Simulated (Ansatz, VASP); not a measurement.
**One calculation of AgPb2F6, two programs**

Contents of INCAR:

```
ALGO = Normal ; EDIFF = 1E-7
ENCUT = 520 ; GGA = PE
ISIF = 2 ; ISMEAR = 0
LASPH = T ; LCHARG = F
LREAL = F ; LWAVE = F
NBANDS = 50 ; NELM = 100
PREC = Accurate ; SIGMA = 0.1
```

KPOINTS

```
k-points
0
Gamma
  4 4 4
```

POSCAR

```
AgPb2F6
1.0
    0.0000000000      4.1923078600      4.1923078600
    4.1923078600      0.0000000000      4.1923078600
    4.1923078600      4.1923078600      0.0000000000
Ag Pb F
1 2 6
Direct
    0.0000000000      0.0000000000      0.0000000000
    0.2500000000      0.2500000000      0.2500000000
    0.7500000000      0.7500000000      0.7500000000
    0.7500000000      0.2500000000      0.2500000000
    0.2500000000      0.7500000000      0.7500000000
    0.2500000000      0.7500000000      0.2500000000
    0.7500000000      0.2500000000      0.7500000000
    0.2500000000      0.2500000000      0.7500000000
    0.7500000000      0.7500000000      0.2500000000
```

Input for Ansatz:

```yaml
crystal:
  lattice:
    - [0.0, 4.19230786, 4.19230786]
    - [4.19230786, 0.0, 4.19230786]
    - [4.19230786, 4.19230786, 0.0]
  atoms:
    - { symbol: Ag, position: [0.0, 0.0, 0.0] }
    - { symbol: Pb, position: [0.25, 0.25, 0.25] }
    - { symbol: Pb, position: [0.75, 0.75, 0.75] }
    - { symbol: F, position: [0.75, 0.25, 0.25] }
    - { symbol: F, position: [0.25, 0.75, 0.75] }
    - { symbol: F, position: [0.25, 0.75, 0.25] }
    - { symbol: F, position: [0.75, 0.25, 0.75] }
    - { symbol: F, position: [0.25, 0.25, 0.75] }
    - { symbol: F, position: [0.75, 0.75, 0.25] }
basis:
  ecutwfc: 420
kpoints:
  mp_grid: { grid: [4, 4, 4] }
hamiltonian:
  xc: pbe
scf:
  occupations: { method: gaussian, width: 0.1 }
  lower_state_search: "off"
output:
  forces: true
  stress: true
  eigenvalues: true
```

Change from the starting cell: ordered vacancies on the cation sites of perovskite (Fm-3m, No. 225).

Alike in both runs: task single point; functional PBE; k mesh 4 × 4 × 4; occupations gaussian, width 0.1 eV; no spin polarisation.

|  | VASP | Ansatz |
| --- | --- | --- |
| version | VASP 6.6.1 | Ansatz 0.2.0 |
| potentials or method | VASP PAW PBE potentials, release 64 (Ag, Pb_d, F), cutoff 520 eV | scalar-relativistic, plane waves, PAW |
| valence electrons in the cell | 81 | 89 |

|  | VASP | Ansatz | Ansatz less VASP |
| --- | --- | --- | --- |
| gap on the k mesh at the Fermi level (eV) | none | none | - |
| pressure (GPa) | 0.1 | 0.4 | +0.23 |

A gap of «none» marks a metal or a gap that the smearing closes. VASP's potentials hold 81 valence electrons a cell and Ansatz's 89, so a difference there can come from the potentials and not from the codes.

Neither program's run includes spin-orbit coupling.
